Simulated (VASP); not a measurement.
# Ru (P6_3/mmc) in VASP: notebook

Ru is run at these levels: PBE; tasks: single point.

Everything below comes from runs of VASP 6.6.1. Logs are shortened: lines on timing, memory, paths and dates and some standing lists are left out, and cuts for length are marked.

## 1. The cell of the first run

Symmetry: P6_3/mmc, No. 194, hexagonal system. Conventional cell: a = 2.651 Å, b = 2.651 Å, c = 4.194 Å, α = 90.00°, β = 90.00°, γ = 120.00°. Ru (site symmetry -6m2) has 12 Ru at 2.60 to 2.65 Å within 3.4 Å.

## 2. Single point, PBE (volume scaled by 0.94)

INCAR

```
PREC = Accurate
ENCUT = 520
EDIFF = 1E-7
ISMEAR = -1
SIGMA = 0.03
LREAL = False
LASPH = True
NELM = 80
ALGO = Normal
ISIF = 2
LWAVE = False
LCHARG = False
GGA = PE
NBANDS = 21
```

KPOINTS

```
regular mesh
0
Gamma
  14 14 8
```

POSCAR

```
Ru
1.0
    2.6505634408      0.0000000000      0.0000000000
   -1.3252817204      2.2954552741      0.0000000000
    0.0000000000      0.0000000000      4.1944897589
Ru
2
Direct
    0.3333333333      0.6666666667      0.2500000000
    0.6666666667      0.3333333333      0.7500000000
```

Potentials or basis: VASP PAW PBE potentials, release 64 (Ru_pv).

On the command line:

```sh
$ cat potpaw_PBE.64/Ru_pv/POTCAR > POTCAR
$ mpirun -np 1 vasp_std > vasp.out
```

OUTCAR:

```text
PREC = Accurate
   ENCUT = 520
   EDIFF = 1E-7
   ISMEAR = -1
   LREAL = False
   LASPH = True
   NELM = 80
   ISIF = 2
   GGA = PE

 ion  position               nearest neighbor table
   1  0.333  0.667  0.250-   2 2.60   2 2.60   2 2.60   2 2.60   2 2.60   2 2.60
   2  0.667  0.333  0.750-   1 2.60   1 2.60   1 2.60   1 2.60   1 2.60   1 2.60

  LATTYP: Found a hexagonal cell.
 ALAT       =     2.6505634408
 C/A-ratio  =     1.5824898564

  Lattice vectors:

 A1 = (   2.6505634408,   0.0000000000,   0.0000000000)
 A2 = (  -1.3252817204,   2.2954552741,   0.0000000000)
 A3 = (   0.0000000000,   0.0000000000,   4.1944897589)

Analysis of symmetry for initial positions (statically):
=====================================================================
 Subroutine PRICEL returns:
 Original cell was already a primitive cell.

 Routine SETGRP: Setting up the symmetry group for a
 hexagonal supercell.

 Subroutine GETGRP returns: Found 24 space group operations
 (whereof 12 operations were pure point group operations)
 out of a pool of 24 trial point group operations.

The static configuration has the point symmetry D_3d.
 The point group associated with its full space group is D_6h.

Analysis of symmetry for dynamics (positions and initial velocities):
=====================================================================
 Subroutine PRICEL returns:
 Original cell was already a primitive cell.

 Routine SETGRP: Setting up the symmetry group for a
 hexagonal supercell.

 Subroutine GETGRP returns: Found 24 space group operations
 (whereof 12 operations were pure point group operations)
 out of a pool of 24 trial point group operations.

The dynamic configuration has the point symmetry D_3d.
 The point group associated with its full space group is D_6h.

 Subroutine INISYM returns: Found 24 space group operations
 (whereof 12 operations are pure point group operations),
 and found     1 'primitive' translations

----------------------------------------------------------------------------------------

                                     Primitive cell

  volume of cell :      25.5203

  direct lattice vectors                    reciprocal lattice vectors
     2.650563441  0.000000000  0.000000000     0.377278274  0.217821713  0.000000000
    -1.325281720  2.295455274  0.000000000     0.000000000  0.435643426  0.000000000
[... 79 lines left out ...]
   ISPIN  =      1    spin polarized calculation?
   LNONCOLLINEAR =      F non collinear calculations
   LSORBIT =      F    spin-orbit coupling
   LASPH  =      T    aspherical Exc in radial PAW
   ENCUT  =  520.0 eV  38.22 Ry    6.18 a.u.   4.93  4.93  7.80*2*pi/ulx,y,z
   NELM   =     80;   NELMIN=  2; NELMDL= -5     # of ELM steps
   EDIFF  = 0.1E-06   stopping-criterion for ELM
   LREAL  =      F    real-space projection
   EDIFFG = 0.1E-05   stopping-criterion for IOM
   NSW    =      0    number of steps for IOM
   IBRION =     -1    ionic relax: 0-MD 1-quasi-New 2-CG
   NFREE  =      0    steps in history (QN), initial steepest desc. (CG)
   ISIF   =      2    stress and relaxation
   ISYM   =      2    0-nonsym 1-usesym 2-fastsym
   POTIM  = 0.5000    time-step for ionic-motion
   TEBEG  =    0.0;   TEEND  =   0.0 temperature during run
   PSTRESS=    0.0 pullay stress
   NELECT =      28.0000    total number of electrons
   NUPDOWN=      -1.0000    fix difference up-down
   EMIN   =  10.00;   EMAX   =-10.00  energy-range for DOS
   EFERMI =   0.00;   METHOD = LEGACY
   ISMEAR =    -1;   SIGMA  =   0.03  broadening in eV -4-tet -1-fermi 0-gaus
   EFERMI_NEDOS =   21; number of points for ismear=-14 and -15
   IALGO  =     38    algorithm
   IMIX   =      4    mixing-type and parameters
     AMIX     =   0.40;   BMIX     =  1.00
     AMIX_MAG =   1.60;   BMIX_MAG =  1.00
  volume/ion in A,a.u.               =      12.76        86.11
  Fermi-wavevector in a.u.,A,eV,Ry     =   1.688491  3.190786 38.790241  2.851002
  Thomas-Fermi vector in A             =   2.770788
   LORBIT       =      0    0 simple, 1 ext, 2 COOP (PROOUT), +10 PAW based schemes
   GGA     = PE    functional components
   LHFCALC =     F    Hartree Fock is set to
   AEXX    =    0.0000 exact exchange contribution
   IVDW    =     0    specifies the selected vdW correction
   LEPSILON=     F    determine dielectric tensor
   LRPA    =     F    only Hartree local field effects (RPA)
 non-spin polarized calculation
  energy-cutoff  :      520.00
  volume of cell :       25.52
 maximum number of plane-waves:       703
 NGX is ok and might be reduce to    20
   NGX =  9   NGY =  9   NGZ = 15

 number of electron      27.9999992 magnetization

 Free energy of the ion-electron system (eV)
  ---------------------------------------------------
  ext. energy  EPLUGINS =         0.00000000
  ---------------------------------------------------
  free energy    TOTEN  =       -18.29827059 eV

  energy without entropy =      -18.29226398  energy(sigma->0) =      -18.29526728

 E-fermi :  13.9935     XC(G=0): -14.5087

 val. band max:       13.9704587883   @ k =   0.2857   0.1429   0.1250
 cond. band min:      13.9957668855   @ k =   0.0000   0.0000   0.3750
 fundamental gap:      0.0253080972
 Fermi energy:        13.9935497107

 k-point     1 :       0.0000    0.0000    0.0000
  band No.  band energies     occupation
      1     -29.9036      2.00000
      2     -28.7544      2.00000
      3     -28.7544      2.00000
      4     -28.5486      2.00000
      5     -28.5486      2.00000
      6     -28.5041      2.00000
[... 565 lines left out ...]
     20      24.3546      0.00000
     21      24.3548      0.00000

 [... further k-points ...]

------------------------ aborting loop because EDIFF is reached ----------------------------------------

  FORCE on cell =-STRESS in cart. coord.  units (eV):
  Direction    XX          YY          ZZ          XY          YZ          ZX
  --------------------------------------------------------------------------------------
  -------------------------------------------------------------------------------------
  Total        4.5675108      4.5675108      4.4942143     -0.0000000      0.0000000      0.0000000
  in kB      286.7503682    286.7503682    282.1487826     -0.0000000      0.0000000      0.0000000
  external PRESSURE =     285.2165063 kB  Pullay stress =       0.0000000 kB

 VOLUME and BASIS-vectors are now :
 -----------------------------------------------------------------------------
  energy-cutoff  :      520.00
  volume of cell :       25.52
      direct lattice vectors                 reciprocal lattice vectors
     2.650563441  0.000000000  0.000000000     0.377278274  0.217821713  0.000000000
    -1.325281720  2.295455274  0.000000000     0.000000000  0.435643426  0.000000000
     0.000000000  0.000000000  4.194489759     0.000000000  0.000000000  0.238408020

 POSITION                                       TOTAL-FORCE (eV/Angst)
 -----------------------------------------------------------------------------------
     -0.00000      1.53030      1.04862         0.000000     -0.000000      0.000000
      1.32528      0.76515      3.14587        -0.000000      0.000000      0.000000
 -----------------------------------------------------------------------------------
    total drift:                               -0.000000      0.000000     -0.000000

  FREE ENERGIE OF THE ION-ELECTRON SYSTEM (eV)
  ---------------------------------------------------
  free  energy   TOTEN  =       -18.2982705908 eV

  energy  without entropy=      -18.2922639764  energy(sigma->0) =      -18.29526728
```

OSZICAR:

```text
N       E                     dE             d eps       ncg     rms          rms(c)
DAV:   1     0.286787025094E+03    0.28679E+03   -0.17489E+04  5064   0.150E+03
DAV:   2    -0.136965797908E+02   -0.30048E+03   -0.29112E+03  5185   0.447E+02
DAV:   3    -0.195263437111E+02   -0.58298E+01   -0.57996E+01  5955   0.697E+01
DAV:   4    -0.195683593385E+02   -0.42016E-01   -0.41939E-01  6175   0.575E+00
DAV:   5    -0.195689509454E+02   -0.59161E-03   -0.58652E-03  5705   0.616E-01    0.207E+01
DAV:   6    -0.183988759090E+02    0.11701E+01   -0.24978E+00  5765   0.156E+01    0.640E+00
DAV:   7    -0.183069339562E+02    0.91942E-01   -0.45803E-01  5735   0.530E+00    0.123E+00
DAV:   8    -0.182982876883E+02    0.86463E-02   -0.18127E-02  5470   0.130E+00    0.269E-01
DAV:   9    -0.182982652222E+02    0.22466E-04   -0.26737E-04  5830   0.171E-01    0.379E-02
DAV:  10    -0.182982714512E+02   -0.62290E-05   -0.30289E-05  5660   0.567E-02    0.119E-02
DAV:  11    -0.182982706110E+02    0.84021E-06   -0.50259E-06  5700   0.224E-02    0.134E-03
DAV:  12    -0.182982705908E+02    0.20174E-07   -0.42400E-08  3600   0.205E-03
   1 F= -.18298271E+02 E0= -.18295267E+02  d E =-.600661E-02
```

It took 28 s on 1 thread of AMD EPYC 9R45 (Zen 5), shared host; peak memory 0.14 GiB.

Results:

| Item | Value |
| --- | --- |
| Free energy | -18.2983 eV |
| Pressure | 28.5 GPa |
| Band gap on the k mesh | zero (band 14 reaches 15.81 eV, above the bottom of band 15 at 12.35 eV) |

Stress tensor (GPa, compression positive):
```
28.68  0.00  0.00
 0.00 28.68  0.00
 0.00  0.00 28.21
```

## 3. Single point, PBE (volume scaled by 0.9405)

INCAR

```
  PREC = Accurate
  ENCUT = 520
  EDIFF = 1E-7
  ISMEAR = -1
  SIGMA = 0.03
  LREAL = F
  LASPH = T
  NELM = 80
  ALGO = Normal
  ISIF = 2
  LWAVE = F
  LCHARG = F
  GGA = PE
  NBANDS = 21
```

KPOINTS

```
Automatic mesh
0
Gamma
  14 14 8
```

POSCAR

```
Ru
1.0
    2.6510333155      0.0000000000      0.0000000000
   -1.3255166578      2.2958621976      0.0000000000
    0.0000000000      0.0000000000      4.1952333309
Ru
2
Direct
    0.3333333333      0.6666666667      0.2500000000
    0.6666666667      0.3333333333      0.7500000000
```

Potentials or basis: VASP PAW PBE potentials, release 64 (Ru_pv).

On the command line:

```sh
$ cat potpaw_PBE.64/Ru_pv/POTCAR > POTCAR
$ mpirun -np 1 vasp_std > vasp.out
```

Run time: 28 s. Hardware: 1 thread of AMD EPYC 9R45 (Zen 5), shared host; peak memory 0.14 GiB.

It converged, with:

```yaml
Free_energy: -18.3007 eV
Pressure: 28.3 GPa
Band_gap_on_the_k_mesh: zero (band 14 reaches 15.80 eV, above the bottom of band 15 at 12.34 eV)
```

Stress tensor (GPa, compression positive):
```
28.44  0.00  0.00
 0.00 28.44  0.00
 0.00  0.00 27.97
```

Levels at points of the mesh, in eV from the Fermi level:
```
           k point  band 11  band 12  band 13  band 14  band 15  band 16  band 17  band 18
(0.00, 0.00, 0.00)    -2.64    -2.08    -2.08    -1.51    -1.51     1.31     1.31     1.39
(0.50, 0.00, 0.00)    -2.23    -1.88    -1.63     1.60     2.06     2.14     4.44     6.62
(0.00, 0.00, 0.50)    -3.01    -3.01    -2.90    -2.90     0.62     0.62     0.62     0.62
(0.50, 0.00, 0.50)    -1.15    -1.15     0.51     0.51     1.88     1.88     3.67     3.67
```

## 4. Single point, PBE (volume scaled by 0.96)

INCAR

```
PREC = Accurate
ENCUT = 520
EDIFF = 1E-6
ISMEAR = -1
SIGMA = 0.03
LREAL = F
LASPH = T
NELM = 100
ALGO = Normal
ISIF = 2
LWAVE = F
LCHARG = T
GGA = PE
LELF = T
LVHAR = T
NBANDS = 21
```

KPOINTS is that of step 3.

POSCAR

```
Ru
1.0
    2.6692299955      0.0000000000      0.0000000000
   -1.3346149977      2.3116209847      0.0000000000
    0.0000000000      0.0000000000      4.2240293924
Ru
2
Direct
    0.3333333333      0.6666666667      0.2500000000
    0.6666666667      0.3333333333      0.7500000000
```

Potentials or basis: VASP PAW PBE potentials, release 64 (Ru_pv).

On the command line:

```sh
$ cat potpaw_PBE.64/Ru_pv/POTCAR > POTCAR
$ mpirun -np 1 vasp_std > vasp.out
```

OUTCAR:

```text
PREC = Accurate
   ENCUT = 520
   EDIFF = 1E-6
   ISMEAR = -1
   LREAL = F
   LASPH = T
   NELM = 100
   ISIF = 2
   GGA = PE

 ion  position               nearest neighbor table
   1  0.333  0.667  0.250-   2 2.61   2 2.61   2 2.61   2 2.61   2 2.61   2 2.61
   2  0.667  0.333  0.750-   1 2.61   1 2.61   1 2.61   1 2.61   1 2.61   1 2.61

  LATTYP: Found a hexagonal cell.
 ALAT       =     2.6692299955
 C/A-ratio  =     1.5824898564

  Lattice vectors:

[... 764 lines left out ...]

------------------------ aborting loop because EDIFF is reached ----------------------------------------

  FORCE on cell =-STRESS in cart. coord.  units (eV):
  Direction    XX          YY          ZZ          XY          YZ          ZX
  --------------------------------------------------------------------------------------
  -------------------------------------------------------------------------------------
  Total        3.2306007      3.2306007      3.0838901      0.0000000      0.0000000     -0.0000000
  in kB      198.5931726    198.5931726    189.5744968      0.0000000      0.0000000     -0.0000000
  external PRESSURE =     195.5869473 kB  Pullay stress =       0.0000000 kB

 VOLUME and BASIS-vectors are now :
 -----------------------------------------------------------------------------
  energy-cutoff  :      520.00
  volume of cell :       26.06
      direct lattice vectors                 reciprocal lattice vectors
     2.669229995  0.000000000  0.000000000     0.374639878  0.216298434  0.000000000
    -1.334614998  2.311620985  0.000000000     0.000000000  0.432596869  0.000000000
     0.000000000  0.000000000  4.224029392     0.000000000  0.000000000  0.236740777

 POSITION                                       TOTAL-FORCE (eV/Angst)
 -----------------------------------------------------------------------------------
     -0.00000      1.54108      1.05601         0.000000      0.000000      0.000000
      1.33461      0.77054      3.16802        -0.000000      0.000000      0.000000
 -----------------------------------------------------------------------------------
    total drift:                               -0.000000      0.000000     -0.000000

  FREE ENERGIE OF THE ION-ELECTRON SYSTEM (eV)
  ---------------------------------------------------
  free  energy   TOTEN  =       -18.3798532950 eV

  energy  without entropy=      -18.3736006311  energy(sigma->0) =      -18.37672696
```

OSZICAR:

```text
N       E                     dE             d eps       ncg     rms          rms(c)
DAV:   1     0.287036690239E+03    0.28704E+03   -0.17547E+04  5048   0.149E+03
DAV:   2    -0.137917276559E+02   -0.30083E+03   -0.29139E+03  5175   0.446E+02
DAV:   3    -0.196355625372E+02   -0.58438E+01   -0.58122E+01  5920   0.696E+01
DAV:   4    -0.196774301547E+02   -0.41868E-01   -0.41816E-01  6244   0.569E+00
DAV:   5    -0.196779067411E+02   -0.47659E-03   -0.47255E-03  5714   0.552E-01    0.196E+01
DAV:   6    -0.184738014275E+02    0.12041E+01   -0.26114E+00  5820   0.159E+01    0.581E+00
DAV:   7    -0.183883562693E+02    0.85445E-01   -0.47324E-01  5750   0.524E+00    0.115E+00
DAV:   8    -0.183801547753E+02    0.82015E-02   -0.16913E-02  5485   0.121E+00    0.368E-01
DAV:   9    -0.183798480204E+02    0.30675E-03   -0.57792E-04  5825   0.257E-01    0.363E-02
DAV:  10    -0.183798552397E+02   -0.72193E-05   -0.45387E-05  5635   0.701E-02    0.162E-02
DAV:  11    -0.183798533012E+02    0.19385E-05   -0.64192E-06  5660   0.248E-02    0.128E-03
DAV:  12    -0.183798532950E+02    0.62942E-08   -0.65461E-08  3105   0.246E-03
   1 F= -.18379853E+02 E0= -.18376727E+02  d E =-.625266E-02
```

stdout:

```text
POSCAR found type information on POSCAR Ru
 POSCAR found :  1 types and       2 ions
 scaLAPACK will be used
 LDA part: xc-table for (Slater+PW92), standard interpolation
 POSCAR, INCAR and KPOINTS ok, starting setup
 FFT: planning ... GRIDC
 FFT: planning ... GRID_SOFT
 FFT: planning ... GRID
 WAVECAR not read
 entering main loop
```

Wall time 29 s (1 thread of AMD EPYC 9R45 (Zen 5), shared host); peak memory 0.14 GiB.

Results:

```
Free energy            : -18.3799 eV
Pressure               : 19.6 GPa
Band gap on the k mesh : zero (band 14 reaches 15.34 eV, above the bottom of band 15 at 12.00 eV)
```

Levels at points of the mesh, in eV from the Fermi level:
```csv
k point,band 12,band 13,band 14,band 15,band 16,band 17
"(0.00, 0.00, 0.00)",-2.02,-2.02,-1.46,-1.46,1.27,1.27
"(0.50, 0.00, 0.00)",-1.85,-1.59,1.55,1.99,2.07,4.31
"(0.00, 0.00, 0.50)",-2.92,-2.83,-2.83,0.60,0.60,0.60
"(0.50, 0.00, 0.50)",-1.11,0.49,0.49,1.82,1.82,3.58
```

## 5. Summary

```tsv
cell	gap on the mesh (eV)	pressure (GPa)
a = 2.651, b = 2.651, c = 4.194 Å, angles 90.0, 90.0, 120.0°, 2 atoms	none	28.5
a = 2.651, b = 2.651, c = 4.195 Å, angles 90.0, 90.0, 120.0°, 2 atoms	none	28.3
a = 2.669, b = 2.669, c = 4.224 Å, angles 90.0, 90.0, 120.0°, 2 atoms	none	19.6
```

Alike in all rows: task single point; level PBE; potentials or basis VASP PAW PBE potentials, release 64 (Ru_pv); no spin polarisation; k mesh 14 × 14 × 8; cutoff (eV) 520; smearing fermi-dirac 0.03 eV.

Total energies depend on the potentials used, so only differences within one code and one set of settings carry meaning.
